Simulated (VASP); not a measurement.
# Au (P1) in VASP: single point with PBEsol

Aim: the single point of Au with PBEsol.

All numbers are computed with VASP 6.6.1; they aren't measurements. Logs are shortened: lines on timing, memory, paths and dates and some standing lists are left out, and cuts for length are marked.

**1. The cell of the first run**

The typed cell holds 4 atoms: a = 3.987 Å, b = 4.486 Å, c = 3.802 Å, α = 89.12°, β = 86.77°, γ = 82.20°.

**2. Single point, PBEsol**

File INCAR:

```
PREC = Accurate
ENCUT = 520
EDIFF = 1E-7
ISMEAR = 0
SIGMA = 0.15
LREAL = F
LASPH = T
NELM = 80
ALGO = Fast
ISIF = 2
LWAVE = F
LCHARG = T
GGA = PS
LELF = T
LVHAR = T
NBANDS = 30
```

File KPOINTS:

```
Automatic mesh
0
Gamma
  8 8 8
```

File POSCAR:

```
Au
1.0
    3.9749649667     -0.2868877309     -0.1086904574
    0.2868877309     -4.4766392987     -0.0278978601
    0.1086904574     -0.0278978601     -3.8000020455
Au
4
Direct
   -0.0041322654      0.5034293754      0.5036460094
    0.4997561759      0.0029319751      0.4988683963
    0.4990413338      0.4986676880      0.0004279664
    0.0053347557     -0.0050290386     -0.0029423721
```

Potentials or basis: VASP PAW PBE potentials, release 64 (Au).

Command:

```sh
cat potpaw_PBE.64/Au/POTCAR > POTCAR
mpirun -np 1 vasp_std > vasp.out
```

OUTCAR:

```text
PREC = Accurate
   ENCUT = 520
   EDIFF = 1E-7
   ISMEAR = 0
   LREAL = F
   LASPH = T
   NELM = 80
   ISIF = 2
   GGA = PS

 ion  position               nearest neighbor table
   1  0.996  0.503  0.504-   3 2.66   3 2.69   2 2.78   2 2.80   3 2.83   3 2.83   4 2.91   4 2.92
                             4 2.93   4 3.00   2 3.19   2 3.21
   2  0.500  0.003  0.499-   4 2.66   4 2.69   1 2.78   1 2.80   4 2.82   4 2.84   3 2.90   3 2.94
                             3 2.95   3 2.97   1 3.19   1 3.21
   3  0.499  0.499  0.000-   1 2.66   1 2.69   4 2.76   4 2.82   1 2.83   1 2.83   2 2.90   2 2.94
                             2 2.95   2 2.97   4 3.19   4 3.20
   4  0.005  0.995  0.997-   2 2.66   2 2.69   3 2.76   3 2.82   2 2.82   2 2.84   1 2.91   1 2.92
                             1 2.93   1 3.00   3 3.19   3 3.20

  Warning from LATTYP: Got some problem with cell dimensions!
  Tried to take original basis but could not verify dimensions!
  LATTYP: Found a triclinic cell.
 ALAT       =     3.9867862587
 B/A-ratio  =     1.4200799731
 C/A-ratio  =     2.8158197334
 COS(alpha) =     0.0030514030
 COS(beta)  =     0.6179089189
 COS(gamma) =     0.7419798866

  Lattice vectors:

 A1 = (   3.9749649667,  -0.2868877309,  -0.1086904574)
 A2 = (   4.0836554241,  -0.3147855910,  -3.9086925029)
 A3 = (   7.4456612877,   3.9586595571,   7.4105210363)

Analysis of symmetry for initial positions (statically):
=====================================================================
 Subroutine PRICEL returns:
 Original cell was already a primitive cell.

 Routine SETGRP: Setting up the symmetry group for a
 triclinic supercell.

 Subroutine GETGRP returns: Found  1 space group operations
 (whereof  1 operations were pure point group operations)
 out of a pool of  2 trial point group operations.

The static configuration has the point symmetry C_1 .

Analysis of symmetry for dynamics (positions and initial velocities):
=====================================================================
 Subroutine PRICEL returns:
 Original cell was already a primitive cell.

 Routine SETGRP: Setting up the symmetry group for a
 triclinic supercell.

 Subroutine GETGRP returns: Found  1 space group operations
 (whereof  1 operations were pure point group operations)
 out of a pool of  2 trial point group operations.

The dynamic configuration has the point symmetry C_1 .

 Subroutine INISYM returns: Found  1 space group operations
 (whereof  1 operations are pure point group operations),
 and found     1 'primitive' translations

----------------------------------------------------------------------------------------

                                     Primitive cell

  volume of cell :      67.2521

  direct lattice vectors                    reciprocal lattice vectors
     3.974964967 -0.286887731 -0.108690457     0.252935822  0.016165176  0.007115979
     0.286887731 -4.476639299 -0.027897860    -0.016165176 -0.224425197  0.001185258
     0.108690457 -0.027897860 -3.800002045    -0.007115979  0.001185258 -0.263369991

  length of vectors
     3.986786259  4.485909303  3.801658513     0.253551730  0.225009748  0.263468773

  position of ions in fractional coordinates (direct lattice)
     0.995867735  0.503429375  0.503646009
     0.499756176  0.002931975  0.498868396
     0.499041334  0.498667688  0.000427966
     0.005334756  0.994970961  0.997057628

  ion indices of the primitive-cell ions
   primitive index   ion index
                 1           1
                 2           2
                 3           3
                 4           4

----------------------------------------------------------------------------------------

 KPOINTS: Automatic mesh

Automatic generation of k-mesh.
 Grid dimensions read from file:
 generate k-points for:    8    8    8

 Generating k-lattice:

  Cartesian coordinates                     Fractional coordinates (reciprocal lattice)
     0.031616978  0.002020647  0.000889497     0.125000000 -0.000000000  0.000000000
    -0.002020647 -0.028053150  0.000148157    -0.000000000  0.125000000 -0.000000000
    -0.000889497  0.000148157 -0.032921249     0.000000000 -0.000000000  0.125000000

  Length of vectors
     0.031693966  0.028126219  0.032933597

  Shift w.r.t. Gamma in fractional coordinates (k-lattice)
     0.000000000  0.000000000  0.000000000

 Subroutine IBZKPT returns following result:
 ===========================================

 Found    260 irreducible k-points:

 Following reciprocal coordinates:
            Coordinates               Weight
  0.000000  0.000000  0.000000      1.000000
  0.125000 -0.000000  0.000000      2.000000
  0.250000 -0.000000  0.000000      2.000000
  0.375000  0.000000  0.000000      2.000000
  0.500000 -0.000000  0.000000      1.000000
  0.000000  0.125000  0.000000      2.000000
[... 16 lines left out ...]
  0.125000  0.375000  0.000000      2.000000
  0.250000  0.375000  0.000000      2.000000
 [... further k-points ...]
   k-points           NKPTS =    260   k-points in BZ     NKDIM =    260   number of bands    NBANDS=     30
   number of dos      NEDOS =    301   number of ions     NIONS =      4
   total plane-waves  NPLWV =  30240
   dimension x,y,z NGX =    30 NGY =   36 NGZ =   28
   dimension x,y,z NGXF=    60 NGYF=   72 NGZF=   56
   ions per type =               4
   NGX,Y,Z   is equivalent  to a cutoff of  12.51, 13.34, 12.24 a.u.
   NGXF,Y,Z  is equivalent  to a cutoff of  25.02, 26.68, 24.49 a.u.
 SYSTEM =  unknown system
   PREC   = accura    normal or accurate (medium, high low for compatibility)
   ISTART =      0    job   : 0-new  1-cont  2-samecut
   ICHARG =      2    charge: 1-file 2-atom 10-const
   ISPIN  =      1    spin polarized calculation?
   LNONCOLLINEAR =      F non collinear calculations
   LSORBIT =      F    spin-orbit coupling
   LASPH  =      T    aspherical Exc in radial PAW
   ENCUT  =  520.0 eV  38.22 Ry    6.18 a.u.   7.41  8.34  7.07*2*pi/ulx,y,z
   NELM   =     80;   NELMIN=  2; NELMDL= -5     # of ELM steps
   EDIFF  = 0.1E-06   stopping-criterion for ELM
   LREAL  =      F    real-space projection
   EDIFFG = 0.1E-05   stopping-criterion for IOM
   NSW    =      0    number of steps for IOM
   IBRION =     -1    ionic relax: 0-MD 1-quasi-New 2-CG
   NFREE  =      0    steps in history (QN), initial steepest desc. (CG)
   ISIF   =      2    stress and relaxation
   ISYM   =      2    0-nonsym 1-usesym 2-fastsym
   POTIM  = 0.5000    time-step for ionic-motion
   TEBEG  =    0.0;   TEEND  =   0.0 temperature during run
   PSTRESS=    0.0 pullay stress
   NELECT =      44.0000    total number of electrons
   NUPDOWN=      -1.0000    fix difference up-down
   EMIN   =  10.00;   EMAX   =-10.00  energy-range for DOS
   EFERMI =   0.00;   METHOD = LEGACY
   ISMEAR =     0;   SIGMA  =   0.15  broadening in eV -4-tet -1-fermi 0-gaus
   EFERMI_NEDOS =   21; number of points for ismear=-14 and -15
   IALGO  =     68    algorithm
   IMIX   =      4    mixing-type and parameters
     AMIX     =   0.40;   BMIX     =  1.00
     AMIX_MAG =   1.60;   BMIX_MAG =  1.00
  volume/ion in A,a.u.               =      16.81       113.46
  Fermi-wavevector in a.u.,A,eV,Ry     =   1.421206  2.685691 27.481423  2.019828
  Thomas-Fermi vector in A             =   2.542041
   LORBIT       =      0    0 simple, 1 ext, 2 COOP (PROOUT), +10 PAW based schemes
   GGA     = PS    functional components
   LHFCALC =     F    Hartree Fock is set to
   AEXX    =    0.0000 exact exchange contribution
   IVDW    =     0    specifies the selected vdW correction
   LEPSILON=     F    determine dielectric tensor
   LRPA    =     F    only Hartree local field effects (RPA)
 non-spin polarized calculation
 RMM-DIIS sequential band-by-band and
 Gauss-broadening in eV      SIGMA  =   0.15
  energy-cutoff  :      520.00
  volume of cell :       67.25
 maximum number of plane-waves:      1830
 NGX is ok and might be reduce to    30
   NGX = 15   NGY = 17   NGZ = 15

 number of electron      43.9999997 magnetization

 Free energy of the ion-electron system (eV)
  ---------------------------------------------------
  ext. energy  EPLUGINS =         0.00000000
  ---------------------------------------------------
  free energy    TOTEN  =       -15.45026212 eV

  energy without entropy =      -15.43934225  energy(sigma->0) =      -15.44480219

 E-fermi :   9.4758     XC(G=0): -12.9493

 val. band max:        9.4741227724   @ k =  -0.3750  -0.3750   0.1250
 cond. band min:       9.4781104410   @ k =  -0.3750  -0.3750   0.3750
 fundamental gap:      0.0039876686
 Fermi energy:         9.4758323853

 k-point     1 :       0.0000    0.0000    0.0000
  band No.  band energies     occupation
      1      -0.5708      2.00000
      2       2.0256      2.00000
      3       2.2591      2.00000
      4       2.2859      2.00000
      5       2.5855      2.00000
      6       2.6379      2.00000
[... 22 lines left out ...]
     29      19.1691      0.00000
     30      19.5883      0.00000

 k-point     2 :       0.1250   -0.0000    0.0000
  band No.  band energies     occupation
      1      -0.3707      2.00000
      2       2.1795      2.00000
      3       2.3615      2.00000
      4       2.3885      2.00000
      5       2.7042      2.00000
      6       2.7294      2.00000
[... 22 lines left out ...]
     29      19.5784      0.00000
     30      20.0593      0.00000

 k-point     3 :       0.2500   -0.0000    0.0000
  band No.  band energies     occupation
      1       0.2117      2.00000
      2       2.5367      2.00000
      3       2.6122      2.00000
      4       2.7519      2.00000
      5       2.9981      2.00000
      6       3.0474      2.00000
[... 682 lines left out ...]
     29      19.5483      0.00000
     30      19.9934      0.00000

 k-point    24 :       0.2500    0.3750    0.0000
  band No.  band energies     occupation
      1       1.1096      2.00000
      2       2.7063      2.00000
      3       2.9101      2.00000
      4       3.2536      2.00000
      5       3.3367      2.00000
      6       3.4456      2.00000
[... 22 lines left out ...]
     29      19.4943      0.00000
     30      21.4341      0.00000

 [... further k-points ...]

------------------------ aborting loop because EDIFF is reached ----------------------------------------

  FORCE on cell =-STRESS in cart. coord.  units (eV):
  Direction    XX          YY          ZZ          XY          YZ          ZX
  --------------------------------------------------------------------------------------
  -------------------------------------------------------------------------------------
  Total        3.8295941      0.2256713      2.9200531      0.5532891     -0.5348271      2.9499724
  in kB       91.2341863      5.3762720     69.5657722     13.1812619    -12.7414319     70.2785534
  external PRESSURE =      55.3920768 kB  Pullay stress =       0.0000000 kB

 VOLUME and BASIS-vectors are now :
 -----------------------------------------------------------------------------
  energy-cutoff  :      520.00
  volume of cell :       67.25
      direct lattice vectors                 reciprocal lattice vectors
     3.974964967 -0.286887731 -0.108690457     0.252935822  0.016165176  0.007115979
     0.286887731 -4.476639299 -0.027897860    -0.016165176 -0.224425197  0.001185258
     0.108690457 -0.027897860 -3.800002045    -0.007115979  0.001185258 -0.263369991

 POSITION                                       TOTAL-FORCE (eV/Angst)
 -----------------------------------------------------------------------------------
      4.15771     -2.55342     -2.03614         0.108890      0.112287      0.147946
      2.04158     -0.17042     -1.95010         0.109490     -0.042083      0.104180
      2.12678     -2.37554     -0.06978         0.006127      0.101090     -0.116366
      0.41502     -4.48347     -3.81716        -0.224506     -0.171293     -0.135759
 -----------------------------------------------------------------------------------
    total drift:                                0.000007      0.000006     -0.000000

  FREE ENERGIE OF THE ION-ELECTRON SYSTEM (eV)
  ---------------------------------------------------
  free  energy   TOTEN  =       -15.4502621244 eV

  energy  without entropy=      -15.4393422485  energy(sigma->0) =      -15.44480219
```

Run time: 8.4 min. Hardware: 1 thread of Intel Xeon Platinum 8259CL at 2.50GHz (Skylake/Cascade Lake), shared host; peak memory 0.46 GiB.

What came out:

```
Free energy            : -15.4503 eV
Pressure               : 5.5 GPa
Largest force          : 0.313 eV/Å
Band gap on the k mesh : zero (band 22 reaches 10.87 eV, above the bottom of band 23 at 7.98 eV)
```

Forces on the atoms (eV/Å):
```
Au   0.109  0.112  0.148
Au   0.109 -0.042  0.104
Au   0.006  0.101 -0.116
Au  -0.225 -0.171 -0.136
```

Stress tensor (GPa, compression positive):
```
 9.12  1.32  7.03
 1.32  0.54 -1.27
 7.03 -1.27  6.96
```

Caveat: the PAW data sets were made with another functional, which shifts forces and pressure a little; spin-orbit coupling is left out, which moves the levels of the heavy elements.
